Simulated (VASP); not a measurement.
A run of VASP 6.6.1 is set up as follows.

Contents of INCAR:

```
PREC = Accurate ; ENCUT = 520
EDIFF = 1E-6 ; ISMEAR = 0
SIGMA = 0.1 ; LREAL = False
LASPH = True ; NELM = 100
ALGO = Normal ; ISIF = 2
LWAVE = False ; LCHARG = False
GGA = PE ; NBANDS = 32
```

Contents of KPOINTS:

```
regular mesh
0
Gamma
  12 12 4
```

Contents of POSCAR:

```
Be4Br3F2
1.0
    5.4430047441      0.0000000000      0.0000000000
   -2.7215023721      4.7137803813      0.0000000000
    0.0000000000      0.0000000000     10.7083011882
Be Br F
4 3 2
Direct
    0.3333333333      0.6666666667      0.6430019461
    0.6666666667      0.3333333333      0.6430019461
    0.6666666667      0.3333333333      0.3569980539
    0.3333333333      0.6666666667      0.3569980539
    0.5000000000      0.0000000000      0.0000000000
    0.0000000000      0.5000000000      0.0000000000
    0.5000000000      0.5000000000      0.0000000000
    0.3333333333      0.6666666667      0.5000000000
    0.6666666667      0.3333333333      0.5000000000
```

Potentials or basis: VASP PAW PBE potentials, release 64 (Be, Br, F).

Command:

```sh
$ cat potpaw_PBE.64/Be/POTCAR potpaw_PBE.64/Br/POTCAR potpaw_PBE.64/F/POTCAR > POTCAR
$ mpirun -np 1 vasp_std > vasp.out
```

Question: What does it give for the largest force?

Answer: 0.034 eV/Å.

Question: Predict the pressure.

Answer: 0.0 GPa.

Forces on the atoms (eV/Å):
```
Be   0.000  0.000  0.034
Be   0.000  0.000  0.034
Be   0.000  0.000 -0.034
Be   0.000  0.000 -0.034
Br   0.000  0.000  0.000
Br   0.000  0.000  0.000
Br   0.000  0.000  0.000
F    0.000  0.000  0.000
F    0.000  0.000  0.000
```

Caveat: an odd number of electrons without spin polarisation forces a metal; a magnetic or distorted state may lie lower.
